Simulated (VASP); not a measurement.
Write the native input for VASP 6.6.1 that does the following.

```
Task                   : single point
Functional             : PBEsol
Potentials or basis    : VASP PAW PBE potentials, release 64 (Zn)
Cutoff                 : 520 eV
k mesh                 : 14 × 14 × 14
Occupations            : gaussian, width 0.1 eV
Spin                   : no spin polarisation
Dipole correction      : no
Further INCAR settings : ALGO = Fast; EDIFF = 1e-06; NBANDS = 32
```

The structure of Zn lies in POSCAR:

```
Zn
1.0
    0.0000000000      3.3615743348     -2.5639032376
   -3.3615743348      0.0000000000      2.5639032376
    3.3615743348      0.0000000000      2.5639032376
Zn
4
Direct
    0.0000000000      0.0000000000      0.0000000000
    0.5000000000      0.7500000000      0.2500000000
    0.0000000000      0.5000000000      0.5000000000
    0.5000000000      0.2500000000      0.7500000000
```

One way to write it, as run:

INCAR

```
PREC = Accurate
ENCUT = 520
EDIFF = 1E-6
ISMEAR = 0
SIGMA = 0.1
LREAL = False
LASPH = True
NELM = 80
ALGO = Fast
ISIF = 2
LWAVE = False
LCHARG = True
GGA = PS
LELF = True
LVHAR = True
NBANDS = 32
```

KPOINTS

```
regular mesh
0
Gamma
  14 14 14
```

Potentials or basis: VASP PAW PBE potentials, release 64 (Zn).

Command:

```bash
$ cat potpaw_PBE.64/Zn/POTCAR > POTCAR
$ mpirun -np 1 vasp_std > vasp.out
```

Results of the run:

| Quantity | Value |
| --- | --- |
| Pressure | 0.7 GPa |
| Band gap on the k mesh | zero (bands 24 and 25 overlap by 4.34 eV) |

Caveat: the PAW data sets were made with another functional, which shifts forces and pressure a little.

It took 6.9 min on 1 thread of Intel Xeon 8259CL, on a shared host, peak memory 0.42 GiB.
